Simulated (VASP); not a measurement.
Here is a VASP 6.6.1 calculation.

POSCAR

```
Si
1.0
    0.0000000000      2.9398737687      2.5043369141
    2.9398737687      0.0000000000      2.5043369141
    2.9398737687      2.9398737687      0.0000000000
Si
2
Direct
    0.5000000000      0.5000000000      0.5000000000
    0.7500000000      0.7500000000      0.7500000000
```

Contents of INCAR.step1:

```
  ALGO = Normal
  EDIFF = 1E-4
  ENCUT = 520
  GGA = PE
  ISMEAR = 0
  LASPH = True
  LCHARG = False
  LREAL = False
  LWAVE = True
  NBANDS = 11
  NELM = 80
  PREC = Accurate
  SIGMA = 0.05
```

INCAR.step2

```
  ALGO = Normal
  EDIFF = 1E-6
  ENCUT = 520
  ISIF = 2
  ISMEAR = 0
  ISTART = 1
  LASPH = True
  LCHARG = True
  LELF = True
  LMIXTAU = True
  LREAL = False
  LVHAR = True
  LWAVE = False
  METAGGA = R2SCAN
  NBANDS = 11
  NELM = 80
  PREC = Accurate
  SIGMA = 0.05
```

File KPOINTS:

```
k-points
0
Gamma
  8 8 8
```

Potentials or basis: VASP PAW PBE potentials, release 64 (Si).

Run with:

```console
$ cat potpaw_PBE.64/Si/POTCAR > POTCAR
$ cp INCAR.step1 INCAR
$ mpirun -np 1 vasp_std > vasp.out
$ cp INCAR.step2 INCAR
$ mpirun -np 1 vasp_std > vasp.out
```

Q: Estimate the pressure.

A: -6.7 GPa.

Q: Predict the band gap on the k mesh.

A: Zero (band 4 reaches 5.67 eV, above the bottom of band 5 at 4.96 eV).

Stress tensor (GPa, compression positive):
```
-10.86   0.00   0.00
  0.00 -10.86   0.00
  0.00   0.00   1.74
```

Caveat: the cell differs from its parent crystal (strain +0.080 along x and y, -0.080 along z); the PAW data sets were made with another functional, which shifts forces and pressure a little.
